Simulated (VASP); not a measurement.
Write the native input for VASP 6.6.1 that does the following.

```yaml
Task: single point
Functional: PBEsol
Potentials_or_basis: VASP PAW PBE potentials, release 64 (Ti_sv, O)
Cutoff: 520 eV
k_mesh: 9 × 9 × 3
Occupations: fermi-dirac, width 0.05 eV
Spin: no spin polarisation
Dipole_correction: no
Further_INCAR_settings: ALGO = Normal; EDIFF = 1e-06; NBANDS = 60
```

The structure of TiO2 lies in POSCAR:

```
TiO2
1.0
    1.4740970000     -4.7965300000      0.0000000000
    1.4740970000      4.7965300000      0.0000000000
    0.0000000000      0.0000000000     10.2352230000
Ti O
4 8
Direct
    0.8669130000      0.1330870000      0.5831420000
    0.1330870000      0.8669130000      0.4168580000
    0.8669130000      0.1330870000      0.9168580000
    0.1330870000      0.8669130000      0.0831420000
    0.5000000000      0.5000000000      0.5000000000
    0.5000000000      0.5000000000      0.0000000000
    0.9342350000      0.0657650000      0.7500000000
    0.0657650000      0.9342350000      0.2500000000
    0.7544000000      0.2456000000      0.1028660000
    0.2456000000      0.7544000000      0.8971340000
    0.2456000000      0.7544000000      0.6028660000
    0.7544000000      0.2456000000      0.3971340000
```

These files were run (other wordings do the same):

INCAR

```
  PREC = Accurate
  ENCUT = 520
  EDIFF = 1E-6
  ISMEAR = -1
  SIGMA = 0.05
  LREAL = F
  LASPH = T
  NELM = 100
  ALGO = Normal
  ISIF = 2
  LWAVE = F
  LCHARG = F
  GGA = PS
  NBANDS = 60
```

KPOINTS

```
Automatic mesh
0
Gamma
  9 9 3
```

Potentials or basis: VASP PAW PBE potentials, release 64 (Ti_sv, O).

Command:

```sh
$ cat potpaw_PBE.64/Ti_sv/POTCAR potpaw_PBE.64/O/POTCAR > POTCAR
$ mpirun -np 1 vasp_std > vasp.out
```

Results of the run:

| Property | Result |
| --- | --- |
| Pressure | -6.3 GPa |
| Largest force | 0.340 eV/Å |
| Band gap on the k mesh | 2.52 eV (least direct gap 2.61 eV) |

Caveat: the cell stands under tension; the PAW data sets were made with another functional, which shifts forces and pressure a little.

It took 19 min on 1 thread of AMD EPYC 7R43 64-Core Processor (Zen 3), with other jobs on the host, peak memory 0.5 GiB.
